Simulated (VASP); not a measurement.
# MoS2 (F-43m) in VASP: single point with LDA

Aim: the single point of MoS2 with LDA.

All numbers are computed with VASP 6.6.1; they aren't measurements. Logs are shortened: lines on timing, memory, paths and dates and some standing lists are left out, and cuts for length are marked.

### 1 The cell of the first run

It takes space group F-43m (No. 216, cubic). Conventional cell: a = 9.599 Å, b = 9.599 Å, c = 9.599 Å, α = 90.00°, β = 90.00°, γ = 90.00°. Within 3.1 Å of Mo (site symmetry 3m) lie 6 S at 2.37 to 2.51 Å and 3 Mo at 2.96 Å. Within 3.1 Å of S (site symmetry 3m) lie 3 Mo at 2.37 Å. S (site symmetry 3m) has 3 Mo at 2.51 Å and 3 S at 3.22 Å within 3.3 Å.

### 2 Single point, LDA

The input, INCAR:

```
SYSTEM = MoS2
ALGO     = Normal         ! electronic algorithm
EDIFF    = 1E-6           ! SCF threshold, eV
ENCUT    = 520            ! plane-wave cutoff, eV
GGA      = CA             ! functional
ISIF     = 2              ! what is computed and relaxed
ISMEAR   = -1             ! smearing method
LASPH    = .True.         ! aspherical terms in the spheres
LCHARG   = .False.        ! write CHGCAR
LREAL    = .False.        ! projectors in reciprocal space
LWAVE    = .False.        ! write WAVECAR
NBANDS   = 64             ! bands
NELM     = 60             ! most SCF steps
PREC     = Accurate       ! precision mode
SIGMA    = 0.15           ! smearing width, eV
```

The input, KPOINTS:

```
k-points
0
Gamma
  4 4 4
  0 0 0
```

The input, POSCAR:

```
MoS2
1.0
    0.0000000000      4.7996000000      4.7996000000
    4.7996000000      0.0000000000      4.7996000000
    4.7996000000      4.7996000000      0.0000000000
Mo S
4 8
Direct
    0.1411520000      0.1411520000      0.1411520000
    0.1411520000      0.1411520000      0.5765430000
    0.1411520000      0.5765430000      0.1411520000
    0.5765430000      0.1411520000      0.1411520000
    0.8447260000      0.3850910000      0.3850910000
    0.3850910000      0.3850910000      0.8447260000
    0.3850910000      0.8447260000      0.3850910000
    0.8815220000      0.3554330000      0.8815220000
    0.3554330000      0.8815220000      0.8815220000
    0.8815220000      0.8815220000      0.8815220000
    0.8815220000      0.8815220000      0.3554330000
    0.3850910000      0.3850910000      0.3850910000
```

Potentials or basis: VASP PAW LDA potentials, release 64 (Mo_sv, S).

Launch:

```bash
$ cat potpaw_LDA.64/Mo_sv/POTCAR potpaw_LDA.64/S/POTCAR > POTCAR
$ mpirun -np 1 vasp_std > vasp.out
```

OUTCAR:

```text
SYSTEM = MoS2
   EDIFF = 1E-6
   ENCUT = 520
   GGA = CA
   ISIF = 2
   ISMEAR = -1
   LASPH = .True.
   LREAL = .False.
   NELM = 60
   PREC = Accurate

 ion  position               nearest neighbor table
   1  0.141  0.141  0.141-   5 2.37   6 2.37   7 2.37   8 2.51   9 2.51  11 2.51   2 2.96   3 2.96
                             4 2.96
   2  0.141  0.141  0.577-   5 2.37   7 2.37  12 2.37   9 2.51   8 2.51  10 2.51   1 2.96   3 2.96
                             4 2.96
   3  0.141  0.577  0.141-   5 2.37   6 2.37  12 2.37  11 2.51   9 2.51  10 2.51   1 2.96   2 2.96
                             4 2.96
   4  0.577  0.141  0.141-   6 2.37   7 2.37  12 2.37  11 2.51   8 2.51  10 2.51   1 2.96   2 2.96
                             3 2.96
   5  0.845  0.385  0.385-   2 2.37   3 2.37   1 2.37
   6  0.385  0.385  0.845-   3 2.37   4 2.37   1 2.37
   7  0.385  0.845  0.385-   2 2.37   4 2.37   1 2.37
   8  0.882  0.355  0.882-   2 2.51   4 2.51   1 2.51
   9  0.355  0.882  0.882-   2 2.51   3 2.51   1 2.51
  10  0.882  0.882  0.882-   2 2.51   3 2.51   4 2.51
  11  0.882  0.882  0.355-   3 2.51   4 2.51   1 2.51
  12  0.385  0.385  0.385-   3 2.37   4 2.37   2 2.37

  LATTYP: Found a face centered cubic cell.
 ALAT       =     9.5992000000

  Lattice vectors:

 A1 = (   0.0000000000,   4.7996000000,   4.7996000000)
 A2 = (   4.7996000000,   0.0000000000,   4.7996000000)
 A3 = (   4.7996000000,   4.7996000000,   0.0000000000)

Analysis of symmetry for initial positions (statically):
=====================================================================
 Subroutine PRICEL returns:
 Original cell was already a primitive cell.

 Routine SETGRP: Setting up the symmetry group for a
 face centered cubic supercell.

 Subroutine GETGRP returns: Found 24 space group operations
 (whereof 24 operations were pure point group operations)
 out of a pool of 48 trial point group operations.

The static configuration has the point symmetry T_d .

Analysis of symmetry for dynamics (positions and initial velocities):
=====================================================================
 Subroutine PRICEL returns:
 Original cell was already a primitive cell.

 Routine SETGRP: Setting up the symmetry group for a
 face centered cubic supercell.

 Subroutine GETGRP returns: Found 24 space group operations
 (whereof 24 operations were pure point group operations)
 out of a pool of 48 trial point group operations.

The dynamic configuration has the point symmetry T_d .

 Subroutine INISYM returns: Found 24 space group operations
 (whereof 24 operations are pure point group operations),
 and found     1 'primitive' translations

----------------------------------------------------------------------------------------

                                     Primitive cell

  volume of cell :     221.1287

  direct lattice vectors                    reciprocal lattice vectors
     0.000000000  4.799600000  4.799600000    -0.104175348  0.104175348  0.104175348
     4.799600000  0.000000000  4.799600000     0.104175348 -0.104175348  0.104175348
     4.799600000  4.799600000  0.000000000     0.104175348  0.104175348 -0.104175348

  length of vectors
     6.787659414  6.787659414  6.787659414     0.180436996  0.180436996  0.180436996

  position of ions in fractional coordinates (direct lattice)
     0.141152000  0.141152000  0.141152000
     0.141152000  0.141152000  0.576543000
     0.141152000  0.576543000  0.141152000
     0.576543000  0.141152000  0.141152000
     0.844726000  0.385091000  0.385091000
     0.385091000  0.385091000  0.844726000
     0.385091000  0.844726000  0.385091000
     0.881522000  0.355433000  0.881522000
     0.355433000  0.881522000  0.881522000
     0.881522000  0.881522000  0.881522000
     0.881522000  0.881522000  0.355433000
     0.385091000  0.385091000  0.385091000

  ion indices of the primitive-cell ions
   primitive index   ion index
                 1           1
                 2           2
                 3           3
                 4           4
                 5           5
                 6           6
                 7           7
                 8           8
                 9           9
                10          10
                11          11
                12          12

----------------------------------------------------------------------------------------

 KPOINTS: k-points

Automatic generation of k-mesh.
 Grid dimensions read from file:
 generate k-points for:    4    4    4

 Generating k-lattice:

  Cartesian coordinates                     Fractional coordinates (reciprocal lattice)
    -0.026043837  0.026043837  0.026043837     0.250000000  0.000000000  0.000000000
     0.026043837 -0.026043837  0.026043837     0.000000000  0.250000000  0.000000000
     0.026043837  0.026043837 -0.026043837     0.000000000  0.000000000  0.250000000

  Length of vectors
     0.045109249  0.045109249  0.045109249

  Shift w.r.t. Gamma in fractional coordinates (k-lattice)
     0.000000000  0.000000000  0.000000000

 Subroutine IBZKPT returns following result:
 ===========================================

 Found      8 irreducible k-points:

 Following reciprocal coordinates:
            Coordinates               Weight
  0.000000  0.000000  0.000000      1.000000
  0.250000  0.000000  0.000000      8.000000
  0.500000  0.000000  0.000000      4.000000
  0.250000  0.250000  0.000000      6.000000
  0.500000  0.250000  0.000000     24.000000
 -0.250000  0.250000  0.000000     12.000000
  0.500000  0.500000  0.000000      3.000000
 -0.250000  0.500000  0.250000      6.000000
   k-points           NKPTS =      8   k-points in BZ     NKDIM =      8   number of bands    NBANDS=     64
   number of dos      NEDOS =    301   number of ions     NIONS =     12
   total plane-waves  NPLWV = 125000
   dimension x,y,z NGX =    50 NGY =   50 NGZ =   50
   dimension x,y,z NGXF=   100 NGYF=  100 NGZF=  100
   ions per type =               4   8
   NGX,Y,Z   is equivalent  to a cutoff of  12.25, 12.25, 12.25 a.u.
   NGXF,Y,Z  is equivalent  to a cutoff of  24.49, 24.49, 24.49 a.u.
 SYSTEM =  MoS2
   PREC   = accura    normal or accurate (medium, high low for compatibility)
   ISTART =      0    job   : 0-new  1-cont  2-samecut
   ICHARG =      2    charge: 1-file 2-atom 10-const
   ISPIN  =      1    spin polarized calculation?
   LNONCOLLINEAR =      F non collinear calculations
   LSORBIT =      F    spin-orbit coupling
   LASPH  =      T    aspherical Exc in radial PAW
   ENCUT  =  520.0 eV  38.22 Ry    6.18 a.u.  12.62 12.62 12.62*2*pi/ulx,y,z
   NELM   =     60;   NELMIN=  2; NELMDL= -5     # of ELM steps
   EDIFF  = 0.1E-05   stopping-criterion for ELM
   LREAL  =      F    real-space projection
[... 7 lines left out ...]
   TEBEG  =    0.0;   TEEND  =   0.0 temperature during run
   PSTRESS=    0.0 pullay stress
   NELECT =     104.0000    total number of electrons
   NUPDOWN=      -1.0000    fix difference up-down
   EMIN   =  10.00;   EMAX   =-10.00  energy-range for DOS
   EFERMI =   0.00;   METHOD = LEGACY
   ISMEAR =    -1;   SIGMA  =   0.15  broadening in eV -4-tet -1-fermi 0-gaus
   EFERMI_NEDOS =   21; number of points for ismear=-14 and -15
   IALGO  =     38    algorithm
   IMIX   =      4    mixing-type and parameters
     AMIX     =   0.40;   BMIX     =  1.00
     AMIX_MAG =   1.60;   BMIX_MAG =  1.00
  volume/ion in A,a.u.               =      18.43       124.35
  Fermi-wavevector in a.u.,A,eV,Ry     =   1.273125  2.405857 22.052951  1.620846
  Thomas-Fermi vector in A             =   2.405965
   LORBIT       =      0    0 simple, 1 ext, 2 COOP (PROOUT), +10 PAW based schemes
   GGA     = CA    functional components
   LHFCALC =     F    Hartree Fock is set to
   AEXX    =    0.0000 exact exchange contribution
   IVDW    =     0    specifies the selected vdW correction
   LEPSILON=     F    determine dielectric tensor
   LRPA    =     F    only Hartree local field effects (RPA)
 non-spin polarized calculation
  energy-cutoff  :      520.00
  volume of cell :      221.13
 maximum number of plane-waves:      5982
   NGX = 25   NGY = 25   NGZ = 25

 number of electron     103.9999998 magnetization

 Free energy of the ion-electron system (eV)
  ---------------------------------------------------
  ext. energy  EPLUGINS =         0.00000000
  ---------------------------------------------------
  free energy    TOTEN  =       -94.77686136 eV

  energy without entropy =      -94.24911851  energy(sigma->0) =      -94.51298994

 E-fermi :   6.5454     XC(G=0): -10.9944

 val. band max:        6.5232649741   @ k =  -0.2500   0.2500   0.0000
 cond. band min:       6.5544651456   @ k =   0.2500   0.2500   0.0000
 fundamental gap:      0.0312001716
 Fermi energy:         6.5454238127

 k-point     1 :       0.0000    0.0000    0.0000
  band No.  band energies     occupation
      1     -54.2783      2.00000
      2     -54.2277      2.00000
      3     -54.2276      2.00000
      4     -54.2276      2.00000
      5     -28.9030      2.00000
      6     -28.6740      2.00000
[... 56 lines left out ...]
     63      10.8371      0.00000
     64      10.8636      0.00000

 k-point     2 :       0.2500    0.0000    0.0000
  band No.  band energies     occupation
      1     -54.2777      2.00000
      2     -54.2282      2.00000
      3     -54.2277      2.00000
      4     -54.2276      2.00000
      5     -28.8930      2.00000
      6     -28.6716      2.00000
[... 391 lines left out ...]
     63       9.3843      0.00000
     64      10.0543      0.00000

 k-point     8 :      -0.2500    0.5000    0.2500
  band No.  band energies     occupation
      1     -54.2768      2.00000
      2     -54.2291      2.00000
      3     -54.2277      2.00000
      4     -54.2276      2.00000
      5     -28.8747      2.00000
      6     -28.6719      2.00000
[... 56 lines left out ...]
     63       9.5092      0.00000
     64       9.5833      0.00000

------------------------ aborting loop because EDIFF is reached ----------------------------------------

  FORCE on cell =-STRESS in cart. coord.  units (eV):
  Direction    XX          YY          ZZ          XY          YZ          ZX
  --------------------------------------------------------------------------------------
  -------------------------------------------------------------------------------------
  Total       -9.7246251     -9.7246251     -9.7246251     -0.0000000      0.0000000     -0.0000000
  in kB      -70.4592992    -70.4592992    -70.4592992     -0.0000000      0.0000000     -0.0000000
  external PRESSURE =     -70.4592992 kB  Pullay stress =       0.0000000 kB

 VOLUME and BASIS-vectors are now :
 -----------------------------------------------------------------------------
  energy-cutoff  :      520.00
  volume of cell :      221.13
      direct lattice vectors                 reciprocal lattice vectors
     0.000000000  4.799600000  4.799600000    -0.104175348  0.104175348  0.104175348
     4.799600000  0.000000000  4.799600000     0.104175348 -0.104175348  0.104175348
     4.799600000  4.799600000  0.000000000     0.104175348  0.104175348 -0.104175348

 POSITION                                       TOTAL-FORCE (eV/Angst)
 -----------------------------------------------------------------------------------
      1.35495      1.35495      1.35495         0.325443      0.325443      0.325443
      3.44465      3.44465      1.35495        -0.325443     -0.325443      0.325443
      3.44465      1.35495      3.44465        -0.325443      0.325443     -0.325443
      1.35495      3.44465      3.44465         0.325443     -0.325443     -0.325443
      3.69657      5.90263      5.90263        -0.232845      0.232845      0.232845
      5.90263      5.90263      3.69657         0.232845      0.232845     -0.232845
      5.90263      3.69657      5.90263         0.232845     -0.232845      0.232845
      5.93689      8.46191      5.93689        -0.189329      0.189329     -0.189329
      8.46191      5.93689      5.93689         0.189329     -0.189329     -0.189329
      8.46191      8.46191      8.46191         0.189329      0.189329      0.189329
      5.93689      5.93689      8.46191        -0.189329     -0.189329      0.189329
      3.69657      3.69657      3.69657        -0.232845     -0.232845     -0.232845
 -----------------------------------------------------------------------------------
    total drift:                                0.027840      0.027840      0.027840

  FREE ENERGIE OF THE ION-ELECTRON SYSTEM (eV)
  ---------------------------------------------------
  free  energy   TOTEN  =       -94.7768613630 eV

  energy  without entropy=      -94.2491185098  energy(sigma->0) =      -94.51298994
```

Run time: 94 s. Hardware: 1 thread of Intel Xeon 6975P-C (Granite Rapids), shared host; peak memory 0.31 GiB.

What came out:

```yaml
Free_energy: -94.7769 eV
Pressure: -7.0 GPa
Largest_force: 0.564 eV/Å
Band_gap_on_the_k_mesh: zero (band 52 reaches 6.89 eV, above the bottom of band 53 at 6.47 eV)
```

Forces on the atoms (eV/Å):
```
Mo   0.325  0.325  0.325
Mo  -0.325 -0.325  0.325
Mo  -0.325  0.325 -0.325
Mo   0.325 -0.325 -0.325
S   -0.233  0.233  0.233
S    0.233  0.233 -0.233
S    0.233 -0.233  0.233
S   -0.189  0.189 -0.189
S    0.189 -0.189 -0.189
S    0.189  0.189  0.189
S   -0.189 -0.189  0.189
S   -0.233 -0.233 -0.233
```
